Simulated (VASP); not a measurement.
# Rb2Pt: relaxation of cell and atoms with PBE

Crystal: Rb2Pt.

```
Rb Pt
1.0
     4.73677    0.00000    0.00000
    -2.36839    4.10217    0.00000
     0.00000    0.00000    9.90386
Rb Pt
2 1
Direct
  0.66667 0.33333 0.71177
  0.33333 0.66667 0.28823
  0.00000 0.00000 0.00000
```

The cell was generated, and may not be a known phase.

| Property | Result |
| --- | --- |
| Program | VASP 6.6.1 |
| Task | relaxation of cell and atoms |
| Functional | PBE |
| Potentials or basis | VASP PAW PBE potentials, release 64 (Rb_sv, Pt_sv_GW) |
| Cutoff | 570 eV |
| k mesh | 6 × 6 × 2 |
| Occupations | gaussian, width 0.1 eV |
| Spin | no spin polarisation |
| Dipole correction | no |
| Further INCAR settings | ALGO = Normal; EDIFF = 1e-07; IBRION = 2; EDIFFG = -0.04; NSW = 90; ISIF = 3 |

```yaml
Relaxed_volume: 48.98 Å³/atom
Relaxed_cell: a = 5.141 Å, b = 5.141 Å, c = 6.419 Å, α = 90.00°, β = 90.00°, γ = 120.00°
Space_group_after_relaxing_to_0.1_Å: P-3m1 (No. 164)
Energy_gained_by_relaxing: 585.8 meV/atom
Ionic_steps: 21
Pressure_after_relaxing: 0.0 GPa
Largest_force_after_relaxing: 0.022 eV/Å
Band_gap_on_the_k_mesh: 0.51 eV (least direct gap 0.57 eV)
```

Forces in eV/Å, atoms in the order of the input:
```
Rb   0.000  0.000  0.022
Rb   0.000  0.000 -0.022
Pt   0.000  0.000  0.000
```

The path:
```
step  energy change (eV)  largest force (eV/Å)  pressure (GPa)  volume (Å³)
   1              0.0000                0.9055           -1.88       192.44
   2             -0.4218                0.9607           -1.68       172.10
   3             -1.2263                0.3006            1.93       117.68
   4             -1.2262                0.4187            1.24       121.98
   5             -1.4260                0.3652            1.01       125.55
   6             -1.7424                0.0254            0.36       133.09
   7             -1.7447                0.0128            0.23       133.71
   8             -1.7451                0.0047            0.27       133.59
   9             -1.7476                0.0592           -0.05       136.97
  10             -1.7477                0.0515           -0.01       136.55
  11             -1.7486                0.0504            0.03       137.00
  12             -1.7509                0.0469            0.03       138.33
  13             -1.7531                0.0377            0.11       140.93
  14             -1.7539                0.0424            0.06       141.94
  15             -1.7551                0.0542           -0.05       144.43
  16             -1.7545                0.0753           -0.24       149.47
  17             -1.7553                0.0595           -0.20       145.89
  18             -1.7552                0.0551           -0.07       144.90
  19             -1.7553                0.0573           -0.09       145.39
  20             -1.7563                0.0433           -0.06       146.01
  21             -1.7574                0.0221           -0.02       146.94
```

Final structure:
```yaml
crystal:
  lattice:
    - [5.14118, 0.00000, 0.00000]
    - [-2.57059, 4.45239, 0.00000]
    - [0.00000, 0.00000, 6.41936]
  atoms:
    - { symbol: Rb, position: [0.66667, 0.33333, 0.77646] }
    - { symbol: Rb, position: [0.33333, 0.66667, 0.22354] }
    - { symbol: Pt, position: [0.00000, 0.00000, 0.00000] }
```

Levels at points of the mesh, in eV from the valence-band top:
| k point | band 16 | band 17 | band 18 | band 19 | band 20 | band 21 |
| --- | --- | --- | --- | --- | --- | --- |
| (0.00, 0.00, 0.00) | -0.12 | -0.08 | -0.08 | 1.97 | 2.75 | 3.95 |
| (0.50, 0.00, 0.00) | -0.10 | -0.07 | 0.00 | 1.32 | 3.19 | 3.96 |
| (0.00, 0.00, 0.50) | -0.07 | -0.07 | -0.06 | 0.51 | 3.86 | 3.86 |
| (0.50, 0.00, 0.50) | -0.08 | -0.04 | -0.01 | 1.74 | 2.59 | 3.01 |

Wall time 34 min on 1 thread of Intel(R) Xeon(R) Platinum 8375C CPU @ 2.90GHz (Ice Lake), with other jobs on the host, peak memory 0.45 GiB.

Caveat: the volume moved by over 15 % at a fixed basis, so the end points are rough; spin-orbit coupling is left out, which moves the levels of the heavy elements. A k mesh can miss the band edges.
